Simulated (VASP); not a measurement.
# Al (P-3m1) in VASP: further runs, part 2 of 2

VASP 6.6.1.

### Step 3. Single point, LDA (the distance across one plane changed)

INCAR

```
SYSTEM = Al
  PREC = Accurate
  ENCUT = 520
  EDIFF = 1E-6
  ISMEAR = 0
  SIGMA = 0.15
  LREAL = .FALSE.
  LASPH = .TRUE.
  NELM = 60
  ALGO = Fast
  ISIF = 2
  LWAVE = .FALSE.
  LCHARG = .TRUE.
  GGA = CA
  LELF = .TRUE.
  LVHAR = .TRUE.
  NBANDS = 18
```

KPOINTS

```
Automatic mesh
0
G
  19 19 4
  0 0 0
```

POSCAR

```
Al
1.0
    2.0239800000     -2.0239800000      0.0000000000
    2.0239800000      0.0000000000     -2.0239800000
   11.5600216151     11.5600216151     11.5600216151
Al
6
Direct
    0.6666666667      0.6666666667      0.0583498103
    0.0000000000      0.0000000000      0.6419646360
    0.3333333333      0.3333333333      0.1750727754
    0.6666666667      0.6666666667      0.4085187057
    0.0000000000      0.0000000000      0.2917957406
    0.3333333333      0.3333333333      0.5252416708
```

Potentials or basis: VASP PAW LDA potentials, release 64 (Al).

Run with:

```sh
$ cat potpaw_LDA.64/Al/POTCAR > POTCAR
$ mpirun -np 1 vasp_std > vasp.out
```

OUTCAR:

```text
SYSTEM = Al
   PREC = Accurate
   ENCUT = 520
   EDIFF = 1E-6
   ISMEAR = 0
   LREAL = .FALSE.
   LASPH = .TRUE.
   NELM = 60
   ISIF = 2
   GGA = CA

 ion  position               nearest neighbor table
   1  0.667  0.667  0.058-   3 2.86   3 2.86   3 2.86
   2  0.000  0.000  0.642-   6 2.86   6 2.86   6 2.86
   3  0.333  0.333  0.175-   1 2.86   1 2.86   1 2.86   5 2.86   5 2.86   5 2.86
   4  0.667  0.667  0.409-   5 2.86   6 2.86   6 2.86   5 2.86   5 2.86   6 2.86
   5  0.000  0.000  0.292-   4 2.86   4 2.86   4 2.86   3 2.86   3 2.86   3 2.86
   6  0.333  0.333  0.525-   4 2.86   4 2.86   4 2.86   2 2.86   2 2.86   2 2.86

  LATTYP: Found a hexagonal cell.
 ALAT       =     2.8623399660
 C/A-ratio  =     6.9951665462

  Lattice vectors:

 A1 = (  -2.0239800000,   0.0000000000,   2.0239800000)
 A2 = (   2.0239800000,  -2.0239800000,  -0.0000000000)
 A3 = (  11.5600216151,  11.5600216151,  11.5600216151)

Analysis of symmetry for initial positions (statically):
=====================================================================
 Subroutine PRICEL returns:
 Original cell was already a primitive cell.
[... 179 lines left out ...]

  energy without entropy =      -24.19337598  energy(sigma->0) =      -24.21175757

 E-fermi :   4.2188     XC(G=0):  -8.0902

 val. band max:        4.2131759616   @ k =   0.3158   0.1579   0.2500
 cond. band min:       4.2190816514   @ k =   0.3158   0.1579  -0.0000
 fundamental gap:      0.0059056898
 Fermi energy:         4.2187886773

 k-point     1 :       0.0000    0.0000    0.0000
  band No.  band energies     occupation
      1      -6.6737      2.00000
      2      -6.1831      2.00000
      3      -5.3724      2.00000
      4      -4.2680      2.00000
      5      -2.8829      2.00000
      6      -1.2215      2.00000
[... 481 lines left out ...]
      5       0.4447      2.00000
      6       2.0143      2.00000
[... 10 lines left out ...]
     17       8.3630      0.00000
     18       8.9600      0.00000

 [... further k-points ...]
[... 5 lines left out ...]
  --------------------------------------------------------------------------------------
  -------------------------------------------------------------------------------------
  Total       -2.8008064     -2.8008064     -2.8008064      0.6411341      0.6411341      0.6411341
  in kB      -31.5864881    -31.5864881    -31.5864881      7.2304794      7.2304794      7.2304794
  external PRESSURE =     -31.5864881 kB  Pullay stress =       0.0000000 kB

 VOLUME and BASIS-vectors are now :
 -----------------------------------------------------------------------------
  energy-cutoff  :      520.00
  volume of cell :      142.07
      direct lattice vectors                 reciprocal lattice vectors
     2.023980000 -2.023980000  0.000000000     0.164692009 -0.329384019  0.164692009
     2.023980000  0.000000000 -2.023980000     0.164692009  0.164692009 -0.329384019
    11.560021615 11.560021615 11.560021615     0.028835010  0.028835010  0.028835010

 POSITION                                       TOTAL-FORCE (eV/Angst)
 -----------------------------------------------------------------------------------
      3.37317     -0.67479     -0.67479         0.059755      0.059755      0.059755
      7.42113      7.42113      7.42113        -0.059755     -0.059755     -0.059755
      3.37317      1.34919      1.34919         0.027504      0.027504      0.027504
      7.42113      3.37317      3.37317         0.010892      0.010892      0.010892
      3.37317      3.37317      3.37317        -0.010892     -0.010892     -0.010892
      7.42113      5.39715      5.39715        -0.027504     -0.027504     -0.027504
 -----------------------------------------------------------------------------------
    total drift:                                0.000021      0.000021      0.000021

  FREE ENERGIE OF THE ION-ELECTRON SYSTEM (eV)
  ---------------------------------------------------
  free  energy   TOTEN  =       -24.2301391660 eV

  energy  without entropy=      -24.1933759820  energy(sigma->0) =      -24.21175757
```

OSZICAR:

```text
N       E                     dE             d eps       ncg     rms          rms(c)
DAV:   1     0.223116238739E+02    0.22312E+02   -0.60150E+03  5400   0.766E+02
DAV:   2    -0.229721882049E+02   -0.45284E+02   -0.42491E+02  6936   0.111E+02
DAV:   3    -0.249257283105E+02   -0.19535E+01   -0.19129E+01  7692   0.208E+01
DAV:   4    -0.249840071857E+02   -0.58279E-01   -0.58205E-01  7994   0.423E+00
DAV:   5    -0.249859966037E+02   -0.19894E-02   -0.19893E-02  8154   0.687E-01    0.356E+00
RMM:   6    -0.249665331394E+02    0.19463E-01   -0.10723E+00  6523   0.196E+00    0.263E+00
RMM:   7    -0.243336056691E+02    0.63293E+00   -0.19559E-01  6166   0.105E+00    0.153E+00
RMM:   8    -0.242387170991E+02    0.94889E-01   -0.10873E-01  6372   0.103E+00    0.384E-01
RMM:   9    -0.242309242493E+02    0.77928E-02   -0.17199E-02  7053   0.517E-01    0.199E-01
RMM:  10    -0.242288616831E+02    0.20626E-02   -0.46420E-03  6974   0.307E-01    0.897E-02
RMM:  11    -0.242289196283E+02   -0.57945E-04   -0.22304E-03  6927   0.186E-01    0.324E-02
RMM:  12    -0.242296424143E+02   -0.72279E-03   -0.73776E-04  7015   0.111E-01    0.184E-02
RMM:  13    -0.242300520107E+02   -0.40960E-03   -0.21697E-04  7053   0.637E-02    0.892E-03
RMM:  14    -0.242301324070E+02   -0.80396E-04   -0.80639E-05  7259   0.370E-02    0.100E-02
RMM:  15    -0.242301382739E+02   -0.58669E-05   -0.14417E-05  6679   0.160E-02    0.776E-03
RMM:  16    -0.242301391660E+02   -0.89211E-06   -0.19302E-06  5330   0.715E-03
   1 F= -.24230139E+02 E0= -.24211758E+02  d E =-.367632E-01
```

Wall time 4.1 min (1 thread of AMD EPYC 9R45 (Zen 5), shared host); peak memory 0.37 GiB.

What came out:

```yaml
Free_energy: -24.2301 eV
Largest_force: 0.103 eV/Å
Band_gap_on_the_k_mesh: zero (bands 9 and 10 overlap by 3.32 eV)
```

Forces on the atoms (eV/Å):
```
Al   0.060  0.060  0.060
Al  -0.060 -0.060 -0.060
Al   0.028  0.028  0.028
Al   0.011  0.011  0.011
Al  -0.011 -0.011 -0.011
Al  -0.028 -0.028 -0.028
```

Caveat: the cell differs from its parent crystal (the distance across one plane changed).

### Step 4. Single point, LDA (the distance across one plane changed)

INCAR

```
SYSTEM = Al
  PREC = Accurate
  ENCUT = 520
  EDIFF = 1E-7
  ISMEAR = 0
  SIGMA = 0.15
  LREAL = .False.
  LASPH = .True.
  NELM = 80
  ALGO = Fast
  ISIF = 2
  LWAVE = .False.
  LCHARG = .True.
  LELF = .True.
  LVHAR = .True.
  NBANDS = 18
```

KPOINTS

```
regular mesh
0
Gamma
  19 19 4
  0 0 0
```

POSCAR

```
Al
1.0
    2.0239800000     -2.0239800000      0.0000000000
    2.0239800000      0.0000000000     -2.0239800000
    7.9227149192      7.9227149192      7.9227149192
Al
6
Direct
    0.6666666667      0.6666666667      0.0851381218
    0.0000000000      0.0000000000      0.9366896504
    0.3333333333      0.3333333333      0.2554484275
    0.6666666667      0.6666666667      0.5960690390
    0.0000000000      0.0000000000      0.4257587333
    0.3333333333      0.3333333333      0.7663793447
```

Run with:

```sh
$ cat potpaw_LDA.64/Al/POTCAR > POTCAR
$ mpirun -np 1 vasp_std > vasp.out
```

Wall time 7.3 min (1 thread of AMD EPYC 7R43 (Zen 3), shared host); peak memory 0.27 GiB.

Results (log left out):

```
Free energy            : -25.0145 eV
Pressure               : -1.3 GPa
Largest force          : 1.085 eV/Å
Band gap on the k mesh : zero (bands 9 and 10 overlap by 6.03 eV)
```

Forces on the atoms (eV/Å):
```
Al   0.626  0.626  0.626
Al  -0.626 -0.626 -0.626
Al  -0.010 -0.010 -0.010
Al   0.006  0.006  0.006
Al  -0.006 -0.006 -0.006
Al   0.010  0.010  0.010
```

Stress tensor (GPa, compression positive):
```
-1.34  0.72  0.72
 0.72 -1.34  0.72
 0.72  0.72 -1.34
```

Levels at points of the mesh, in eV from the Fermi level:
```
           k point  band 4  band 5  band 6  band 7  band 8  band 9  band 10  band 11  band 12  band 13
(0.00, 0.00, 0.00)   -8.20   -7.99   -4.47   -4.15    0.77    0.91     7.14     7.17    10.22    10.22
(0.00, 0.00, 0.50)   -9.32   -6.48   -6.29   -1.98   -1.81    3.82     3.92    10.24    10.24    10.46
```

Caveat: the cell differs from its parent crystal (the distance across one plane changed); forces of over 1 eV/Å act on the atoms, so gaps and moduli don't describe the material at rest.

### Step 5. Single point, LDA (the distance across one plane changed)

INCAR

```
PREC = Accurate
ENCUT = 520
EDIFF = 1E-7
ISMEAR = 0
SIGMA = 0.15
LREAL = F
LASPH = T
NELM = 80
ALGO = Fast
ISIF = 2
LWAVE = F
LCHARG = T
LELF = T
LVHAR = T
NBANDS = 18
```

KPOINTS

```
regular mesh
0
Gamma
  19 19 4
```

POSCAR

```
Al
1.0
    2.0239800000     -2.0239800000      0.0000000000
    2.0239800000      0.0000000000     -2.0239800000
    8.3845951346      8.3845951346      8.3845951346
Al
6
Direct
    0.6666666667      0.6666666667      0.0804481382
    0.0000000000      0.0000000000      0.8850904485
    0.3333333333      0.3333333333      0.2413766002
    0.6666666667      0.6666666667      0.5632335244
    0.0000000000      0.0000000000      0.4023050623
    0.3333333333      0.3333333333      0.7241619864
```

Run with:

```sh
$ cat potpaw_LDA.64/Al/POTCAR > POTCAR
$ mpirun -np 1 vasp_std > vasp.out
```

Run time: 8.8 min. Hardware: 1 thread of AMD EPYC 7R43 (Zen 3), shared host; peak memory 0.29 GiB.

Results (log left out):

- Free energy: -24.8828 eV
- Pressure: -4.7 GPa
- Largest force: 0.441 eV/Å
- Band gap on the k mesh: zero (bands 9 and 10 overlap by 4.82 eV)

Forces on the atoms (eV/Å):
```
Al  -0.255 -0.255 -0.255
Al   0.255  0.255  0.255
Al   0.019  0.019  0.019
Al  -0.008 -0.008 -0.008
Al   0.008  0.008  0.008
Al  -0.019 -0.019 -0.019
```

Stress tensor (GPa, compression positive):
```
-4.72 -0.13 -0.13
-0.13 -4.72 -0.13
-0.13 -0.13 -4.72
```

Levels at points of the mesh, in eV from the Fermi level:
| k point | band 6 | band 7 | band 8 | band 9 | band 10 | band 11 |
| --- | --- | --- | --- | --- | --- | --- |
| (0.00, 0.00, 0.00) | -4.75 | -4.49 | -0.15 | 0.17 | 5.63 | 5.85 |
| (0.00, 0.00, 0.50) | -6.26 | -2.64 | -2.27 | 2.62 | 2.89 | 8.84 |

Caveat: the cell differs from its parent crystal (the distance across one plane changed); the cell stands under tension.

### Step 6. The runs side by side

| cell | further INCAR settings | gap on the mesh (eV) | pressure (GPa) | largest force (eV/Å) |
| --- | --- | --- | --- | --- |
| a = 2.862, b = 2.862, c = 18.523 Å, angles 90.0, 90.0, 60.0°, 6 atoms | ALGO = Fast; EDIFF = 1e-06; NBANDS = 18 | none | -3.4 | 0.10 |
| a = 2.862, b = 2.862, c = 20.023 Å, angles 90.0, 90.0, 60.0°, 6 atoms | ALGO = Fast; EDIFF = 1e-06; NBANDS = 18 | none | - | 0.10 |
| a = 2.862, b = 2.862, c = 13.723 Å, angles 90.0, 90.0, 60.0°, 6 atoms | ALGO = Fast; EDIFF = 1e-07; NBANDS = 18 | none | -1.3 | 1.09 |
| a = 2.862, b = 2.862, c = 14.523 Å, angles 90.0, 90.0, 60.0°, 6 atoms | ALGO = Fast; EDIFF = 1e-07; NBANDS = 18 | none | -4.7 | 0.44 |

Alike in all rows: task single point; level LDA; potentials or basis VASP PAW LDA potentials, release 64 (Al); no spin polarisation; k mesh 19 × 19 × 4; cutoff (eV) 520; smearing gaussian 0.15 eV.

Caveats: the cell stands under tension (at least some runs); forces of over 1 eV/Å act on the atoms, so gaps and moduli don't describe the material at rest (at least some runs).

Absolute energies hang on the potentials; compare differences alone.
